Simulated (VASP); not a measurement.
# CdS (rocksalt type) (Fm-3m) in VASP: a series of runs

Runs on CdS (rocksalt type). Level: PBE. Tasks: single point.

Everything below comes from runs of VASP 6.6.1. Logs are shortened: lines on timing, memory, paths and dates and some standing lists are left out, and cuts for length are marked.

### 1 The cell of the first run

The structure is cubic, space group Fm-3m (No. 225). Conventional cell: a = 5.286 Å, b = 5.286 Å, c = 5.286 Å, α = 90.00°, β = 90.00°, γ = 90.00°. Cd (site symmetry m-3m) has 6 S at 2.64 Å within 3.5 Å. Within 3.5 Å of S (site symmetry m-3m) lie 6 Cd at 2.64 Å.

### 2 Single point, PBE

The input, INCAR:

```
PREC     = Accurate       # precision mode
ENCUT    = 520            # plane-wave cutoff, eV
EDIFF    = 1E-6           # SCF threshold, eV
ISMEAR   = -1             # smearing method
SIGMA    = 0.05           # smearing width, eV
LREAL    = F              # projectors in reciprocal space
LASPH    = T              # aspherical terms in the spheres
NELM     = 80             # most SCF steps
ALGO     = Normal         # electronic algorithm
ISIF     = 2              # what is computed and relaxed
LWAVE    = F              # write WAVECAR
LCHARG   = F              # write CHGCAR
GGA      = PE             # functional
NBANDS   = 16             # bands
```

The input, KPOINTS:

```
Automatic mesh
0
Gamma
  14 14 14
```

The input, POSCAR:

```
CdS
1.0
    0.0000000000      2.6431199755      2.6431199755
    2.6431199755      0.0000000000      2.6431199755
    2.6431199755      2.6431199755      0.0000000000
Cd S
1 1
Direct
    0.0000000000      0.0000000000      0.0000000000
    0.5000000000      0.5000000000      0.5000000000
```

Potentials or basis: VASP PAW PBE potentials, release 64 (Cd, S).

Started as:

```sh
$ cat potpaw_PBE.64/Cd/POTCAR potpaw_PBE.64/S/POTCAR > POTCAR
$ mpirun -np 1 vasp_std > vasp.out
```

OUTCAR:

```text
PREC = Accurate
   ENCUT = 520
   EDIFF = 1E-6
   ISMEAR = -1
   LREAL = F
   LASPH = T
   NELM = 80
   ISIF = 2
   GGA = PE

 ion  position               nearest neighbor table
   1  0.000  0.000  0.000-   2 2.64   2 2.64   2 2.64   2 2.64   2 2.64   2 2.64
   2  0.500  0.500  0.500-   1 2.64   1 2.64   1 2.64   1 2.64   1 2.64   1 2.64

  LATTYP: Found a face centered cubic cell.
 ALAT       =     5.2862399510

  Lattice vectors:

 A1 = (   0.0000000000,   2.6431199755,   2.6431199755)
 A2 = (   2.6431199755,   0.0000000000,   2.6431199755)
 A3 = (   2.6431199755,   2.6431199755,   0.0000000000)

Analysis of symmetry for initial positions (statically):
=====================================================================
 Subroutine PRICEL returns:
 Original cell was already a primitive cell.

 Routine SETGRP: Setting up the symmetry group for a
 face centered cubic supercell.

 Subroutine GETGRP returns: Found 48 space group operations
 (whereof 48 operations were pure point group operations)
 out of a pool of 48 trial point group operations.

The static configuration has the point symmetry O_h .

Analysis of symmetry for dynamics (positions and initial velocities):
=====================================================================
 Subroutine PRICEL returns:
 Original cell was already a primitive cell.

 Routine SETGRP: Setting up the symmetry group for a
 face centered cubic supercell.

 Subroutine GETGRP returns: Found 48 space group operations
 (whereof 48 operations were pure point group operations)
 out of a pool of 48 trial point group operations.

The dynamic configuration has the point symmetry O_h .

 Subroutine INISYM returns: Found 48 space group operations
 (whereof 48 operations are pure point group operations),
 and found     1 'primitive' translations

----------------------------------------------------------------------------------------

                                     Primitive cell

  volume of cell :      36.9301

  direct lattice vectors                    reciprocal lattice vectors
     0.000000000  2.643119975  2.643119975    -0.189170376  0.189170376  0.189170376
     2.643119975  0.000000000  2.643119975     0.189170376 -0.189170376  0.189170376
     2.643119975  2.643119975  0.000000000     0.189170376  0.189170376 -0.189170376
[... 79 lines left out ...]
   LNONCOLLINEAR =      F non collinear calculations
   LSORBIT =      F    spin-orbit coupling
   LASPH  =      T    aspherical Exc in radial PAW
   ENCUT  =  520.0 eV  38.22 Ry    6.18 a.u.   6.95  6.95  6.95*2*pi/ulx,y,z
   NELM   =     80;   NELMIN=  2; NELMDL= -5     # of ELM steps
   EDIFF  = 0.1E-05   stopping-criterion for ELM
   LREAL  =      F    real-space projection
   EDIFFG = 0.1E-04   stopping-criterion for IOM
   NSW    =      0    number of steps for IOM
   IBRION =     -1    ionic relax: 0-MD 1-quasi-New 2-CG
   NFREE  =      0    steps in history (QN), initial steepest desc. (CG)
   ISIF   =      2    stress and relaxation
   ISYM   =      2    0-nonsym 1-usesym 2-fastsym
   POTIM  = 0.5000    time-step for ionic-motion
   TEBEG  =    0.0;   TEEND  =   0.0 temperature during run
   PSTRESS=    0.0 pullay stress
   NELECT =      18.0000    total number of electrons
   NUPDOWN=      -1.0000    fix difference up-down
   EMIN   =  10.00;   EMAX   =-10.00  energy-range for DOS
   EFERMI =   0.00;   METHOD = LEGACY
   ISMEAR =    -1;   SIGMA  =   0.05  broadening in eV -4-tet -1-fermi 0-gaus
   EFERMI_NEDOS =   21; number of points for ismear=-14 and -15
   IALGO  =     38    algorithm
   IMIX   =      4    mixing-type and parameters
     AMIX     =   0.40;   BMIX     =  1.00
     AMIX_MAG =   1.60;   BMIX_MAG =  1.00
  volume/ion in A,a.u.               =      18.47       124.61
  Fermi-wavevector in a.u.,A,eV,Ry     =   1.288365  2.434656 22.584085  1.659883
  Thomas-Fermi vector in A             =   2.420323
   LORBIT       =      0    0 simple, 1 ext, 2 COOP (PROOUT), +10 PAW based schemes
   GGA     = PE    functional components
   LHFCALC =     F    Hartree Fock is set to
   AEXX    =    0.0000 exact exchange contribution
   IVDW    =     0    specifies the selected vdW correction
   LEPSILON=     F    determine dielectric tensor
   LRPA    =     F    only Hartree local field effects (RPA)
 non-spin polarized calculation
  energy-cutoff  :      520.00
  volume of cell :       36.93
 maximum number of plane-waves:      1010
   NGX = 13   NGY = 13   NGZ = 13

 number of electron      17.9999995 magnetization

 Free energy of the ion-electron system (eV)
  ---------------------------------------------------
  ext. energy  EPLUGINS =         0.00000000
  ---------------------------------------------------
  free energy    TOTEN  =        -5.72205403 eV

  energy without entropy =       -5.72169526  energy(sigma->0) =       -5.72187464

 E-fermi :   4.2087     XC(G=0): -10.9198

 val. band max:        4.0010192477   @ k =   0.5000   0.0000   0.0000
 cond. band min:       4.2265660561   @ k =   0.5000   0.5000   0.0000
 fundamental gap:      0.2255468083
 Fermi energy:         4.2087485543

 k-point     1 :       0.0000    0.0000    0.0000
  band No.  band energies     occupation
      1      -9.5951      2.00000
      2      -3.8900      2.00000
      3      -3.8900      2.00000
      4      -3.8881      2.00000
      5      -3.8881      2.00000
      6      -3.8881      2.00000
[... 433 lines left out ...]
      3      -3.9814      2.00000
      4      -3.9723      2.00000
      5      -3.7642      2.00000
      6      -3.7099      2.00000
[... 8 lines left out ...]
     15      16.5452      0.00000
     16      17.2214      0.00000

 [... further k-points ...]

------------------------ aborting loop because EDIFF is reached ----------------------------------------

  FORCE on cell =-STRESS in cart. coord.  units (eV):
  Direction    XX          YY          ZZ          XY          YZ          ZX
  --------------------------------------------------------------------------------------
  -------------------------------------------------------------------------------------
  Total        2.6887849      2.6887849      2.6887849      0.0000000     -0.0000000      0.0000000
  in kB      116.6503405    116.6503405    116.6503405      0.0000000     -0.0000000      0.0000000
  external PRESSURE =     116.6503405 kB  Pullay stress =       0.0000000 kB

 VOLUME and BASIS-vectors are now :
 -----------------------------------------------------------------------------
  energy-cutoff  :      520.00
  volume of cell :       36.93
      direct lattice vectors                 reciprocal lattice vectors
     0.000000000  2.643119975  2.643119975    -0.189170376  0.189170376  0.189170376
     2.643119975  0.000000000  2.643119975     0.189170376 -0.189170376  0.189170376
     2.643119975  2.643119975  0.000000000     0.189170376  0.189170376 -0.189170376

 POSITION                                       TOTAL-FORCE (eV/Angst)
 -----------------------------------------------------------------------------------
      0.00000      0.00000      0.00000        -0.000000     -0.000000     -0.000000
      2.64312      2.64312      2.64312         0.000000      0.000000      0.000000
 -----------------------------------------------------------------------------------
    total drift:                                0.000000      0.000000      0.000000

  FREE ENERGIE OF THE ION-ELECTRON SYSTEM (eV)
  ---------------------------------------------------
  free  energy   TOTEN  =        -5.7220540311 eV

  energy  without entropy=       -5.7216952578  energy(sigma->0) =       -5.72187464
```

Wall time 70 s (1 thread of Intel Xeon 8259CL, shared host); peak memory 0.2 GiB.

Results:

- Free energy: -5.7221 eV
- Pressure: 11.7 GPa
- Band gap on the k mesh: 0.23 eV (least direct gap 2.40 eV)

Levels at points of the mesh, in eV from the valence-band top:
```csv
k point,band 6,band 7,band 8,band 9,band 10,band 11,band 12,band 13
"(0.00, 0.00, 0.00)",-7.89,-0.99,-0.99,-0.99,1.41,9.24,9.24,9.24
"(0.50, 0.00, 0.00)",-7.61,-5.34,0.00,0.00,3.40,5.81,5.81,7.73
"(0.50, 0.50, 0.00)",-6.62,-4.99,-2.60,-2.60,0.23,5.87,10.56,12.07
```

Caveat: the cell stands under pressure. A k mesh can miss the band edges.

### 3 Single point, PBE

The input, INCAR:

```
SYSTEM = CdS
PREC = Accurate
ENCUT = 520
EDIFF = 1E-7
ISMEAR = -1
SIGMA = 0.05
LREAL = .FALSE.
LASPH = .TRUE.
NELM = 100
ALGO = Normal
ISIF = 2
LWAVE = .FALSE.
LCHARG = .FALSE.
GGA = PE
NBANDS = 16
```

The input, KPOINTS:

```
regular mesh
0
G
  14 14 14
  0 0 0
```

The input, POSCAR:

```
CdS
1.0
    0.0000000000      2.6431199754      2.6431199754
    2.6431199754      0.0000000000      2.6431199754
    2.6431199754      2.6431199754      0.0000000000
Cd S
1 1
Direct
    0.0000000000      0.0000000000      0.0000000000
    0.5000000000      0.5000000000      0.5000000000
```

Potentials or basis: VASP PAW PBE potentials, release 64 (Cd, S).

Started as:

```sh
$ cat potpaw_PBE.64/Cd/POTCAR potpaw_PBE.64/S/POTCAR > POTCAR
$ mpirun -np 1 vasp_std > vasp.out
```

OUTCAR:

```text
SYSTEM = CdS
   PREC = Accurate
   ENCUT = 520
   EDIFF = 1E-7
   ISMEAR = -1
   LREAL = .FALSE.
   LASPH = .TRUE.
   NELM = 100
   ISIF = 2
   GGA = PE

 ion  position               nearest neighbor table
   1  0.000  0.000  0.000-   2 2.64   2 2.64   2 2.64   2 2.64   2 2.64   2 2.64
   2  0.500  0.500  0.500-   1 2.64   1 2.64   1 2.64   1 2.64   1 2.64   1 2.64

  LATTYP: Found a face centered cubic cell.
 ALAT       =     5.2862399508

  Lattice vectors:

 A1 = (   0.0000000000,   2.6431199754,   2.6431199754)
 A2 = (   2.6431199754,   0.0000000000,   2.6431199754)
 A3 = (   2.6431199754,   2.6431199754,   0.0000000000)

Analysis of symmetry for initial positions (statically):
=====================================================================
 Subroutine PRICEL returns:
 Original cell was already a primitive cell.

 Routine SETGRP: Setting up the symmetry group for a
 face centered cubic supercell.

 Subroutine GETGRP returns: Found 48 space group operations
 (whereof 48 operations were pure point group operations)
 out of a pool of 48 trial point group operations.

The static configuration has the point symmetry O_h .

Analysis of symmetry for dynamics (positions and initial velocities):
=====================================================================
 Subroutine PRICEL returns:
 Original cell was already a primitive cell.

 Routine SETGRP: Setting up the symmetry group for a
 face centered cubic supercell.

 Subroutine GETGRP returns: Found 48 space group operations
 (whereof 48 operations were pure point group operations)
 out of a pool of 48 trial point group operations.

The dynamic configuration has the point symmetry O_h .

 Subroutine INISYM returns: Found 48 space group operations
 (whereof 48 operations are pure point group operations),
 and found     1 'primitive' translations

----------------------------------------------------------------------------------------
[... 110 lines left out ...]
   IALGO  =     38    algorithm
   IMIX   =      4    mixing-type and parameters
     AMIX     =   0.40;   BMIX     =  1.00
     AMIX_MAG =   1.60;   BMIX_MAG =  1.00
  volume/ion in A,a.u.               =      18.47       124.61
  Fermi-wavevector in a.u.,A,eV,Ry     =   1.288365  2.434656 22.584085  1.659883
  Thomas-Fermi vector in A             =   2.420323
   LORBIT       =      0    0 simple, 1 ext, 2 COOP (PROOUT), +10 PAW based schemes
   GGA     = PE    functional components
   LHFCALC =     F    Hartree Fock is set to
   AEXX    =    0.0000 exact exchange contribution
   IVDW    =     0    specifies the selected vdW correction
   LEPSILON=     F    determine dielectric tensor
   LRPA    =     F    only Hartree local field effects (RPA)
 non-spin polarized calculation
  energy-cutoff  :      520.00
  volume of cell :       36.93
 maximum number of plane-waves:      1010
   NGX = 13   NGY = 13   NGZ = 13

 number of electron      17.9999995 magnetization

 Free energy of the ion-electron system (eV)
  ---------------------------------------------------
  ext. energy  EPLUGINS =         0.00000000
  ---------------------------------------------------
  free energy    TOTEN  =        -5.72205403 eV

  energy without entropy =       -5.72169520  energy(sigma->0) =       -5.72187462

 E-fermi :   4.2088     XC(G=0): -10.9197

 val. band max:        4.0010638110   @ k =   0.5000   0.0000   0.0000
 cond. band min:       4.2265804599   @ k =   0.5000   0.5000   0.0000
 fundamental gap:      0.2255166489
 Fermi energy:         4.2087821603

 k-point     1 :       0.0000    0.0000    0.0000
  band No.  band energies     occupation
      1      -9.5950      2.00000
      2      -3.8900      2.00000
      3      -3.8900      2.00000
      4      -3.8881      2.00000
      5      -3.8881      2.00000
      6      -3.8881      2.00000
[... 433 lines left out ...]
      3      -3.9814      2.00000
      4      -3.9723      2.00000
      5      -3.7642      2.00000
      6      -3.7099      2.00000
[... 8 lines left out ...]
     15      16.5452      0.00000
     16      17.2214      0.00000

 [... further k-points ...]

------------------------ aborting loop because EDIFF is reached ----------------------------------------

  FORCE on cell =-STRESS in cart. coord.  units (eV):
  Direction    XX          YY          ZZ          XY          YZ          ZX
  --------------------------------------------------------------------------------------
  -------------------------------------------------------------------------------------
  Total        2.6902306      2.6902306      2.6902306      0.0000000      0.0000000     -0.0000000
  in kB      116.7130636    116.7130636    116.7130636      0.0000000      0.0000000     -0.0000000
  external PRESSURE =     116.7130636 kB  Pullay stress =       0.0000000 kB

 VOLUME and BASIS-vectors are now :
 -----------------------------------------------------------------------------
  energy-cutoff  :      520.00
  volume of cell :       36.93
      direct lattice vectors                 reciprocal lattice vectors
     0.000000000  2.643119975  2.643119975    -0.189170376  0.189170376  0.189170376
     2.643119975  0.000000000  2.643119975     0.189170376 -0.189170376  0.189170376
     2.643119975  2.643119975  0.000000000     0.189170376  0.189170376 -0.189170376

 POSITION                                       TOTAL-FORCE (eV/Angst)
 -----------------------------------------------------------------------------------
      0.00000      0.00000      0.00000         0.000000      0.000000      0.000000
      2.64312      2.64312      2.64312        -0.000000     -0.000000     -0.000000
 -----------------------------------------------------------------------------------
    total drift:                                0.000000      0.000000      0.000000

  FREE ENERGIE OF THE ION-ELECTRON SYSTEM (eV)
  ---------------------------------------------------
  free  energy   TOTEN  =        -5.7220540333 eV

  energy  without entropy=       -5.7216952007  energy(sigma->0) =       -5.72187462
```

OSZICAR:

```text
N       E                     dE             d eps       ncg     rms          rms(c)
DAV:   1     0.109498816970E+03    0.10950E+03   -0.95449E+03  3464   0.108E+03
DAV:   2    -0.267227982928E+01   -0.11217E+03   -0.10515E+03  4072   0.261E+02
DAV:   3    -0.626194050723E+01   -0.35897E+01   -0.35843E+01  4032   0.490E+01
DAV:   4    -0.627737397217E+01   -0.15433E-01   -0.15432E-01  4104   0.323E+00
DAV:   5    -0.627750457131E+01   -0.13060E-03   -0.13060E-03  4104   0.286E-01    0.958E+00
DAV:   6    -0.575108791843E+01    0.52642E+00   -0.78292E-01  4584   0.123E+01    0.768E+00
DAV:   7    -0.572261886204E+01    0.28469E-01   -0.19413E-01  4200   0.321E+00    0.370E+00
DAV:   8    -0.572227580515E+01    0.34306E-03   -0.22420E-02  3800   0.195E+00    0.409E-01
DAV:   9    -0.572202215974E+01    0.25365E-03   -0.21478E-03  4256   0.728E-01    0.792E-02
DAV:  10    -0.572203588253E+01   -0.13723E-04   -0.19657E-04  4112   0.174E-01    0.442E-02
DAV:  11    -0.572205327757E+01   -0.17395E-04   -0.29725E-05  4240   0.638E-02    0.140E-02
DAV:  12    -0.572205416111E+01   -0.88354E-06   -0.11559E-05  4080   0.431E-02    0.601E-03
DAV:  13    -0.572205403508E+01    0.12603E-06   -0.14363E-06  4048   0.148E-02    0.150E-03
DAV:  14    -0.572205403326E+01    0.18190E-08   -0.99936E-08  2912   0.270E-03
   1 F= -.57220540E+01 E0= -.57218746E+01  d E =-.358833E-03
```

stdout:

```text
POSCAR found type information on POSCAR CdS
 POSCAR found :  2 types and       2 ions
 scaLAPACK will be used
 LDA part: xc-table for (Slater+PW92), standard interpolation
 POSCAR, INCAR and KPOINTS ok, starting setup
 FFT: planning ... GRIDC
 FFT: planning ... GRID_SOFT
 FFT: planning ... GRID
 WAVECAR not read
 entering main loop
```

Run time: 84 s. Hardware: 1 thread of Intel Xeon 8259CL, shared host; peak memory 0.2 GiB.

Results:

```
Free energy            : -5.7221 eV
Pressure               : 11.7 GPa
Band gap on the k mesh : 0.23 eV (least direct gap 2.40 eV)
```

Levels at points of the mesh, in eV from the valence-band top:
| k point | band 7 | band 8 | band 9 | band 10 | band 11 | band 12 |
| --- | --- | --- | --- | --- | --- | --- |
| (0.00, 0.00, 0.00) | -0.99 | -0.99 | -0.99 | 1.41 | 9.24 | 9.24 |
| (0.50, 0.00, 0.00) | -5.34 | 0.00 | 0.00 | 3.40 | 5.81 | 5.81 |
| (0.50, 0.50, 0.00) | -4.99 | -2.60 | -2.60 | 0.23 | 5.87 | 10.56 |

Caveat: the cell stands under pressure. A k mesh can miss the band edges.
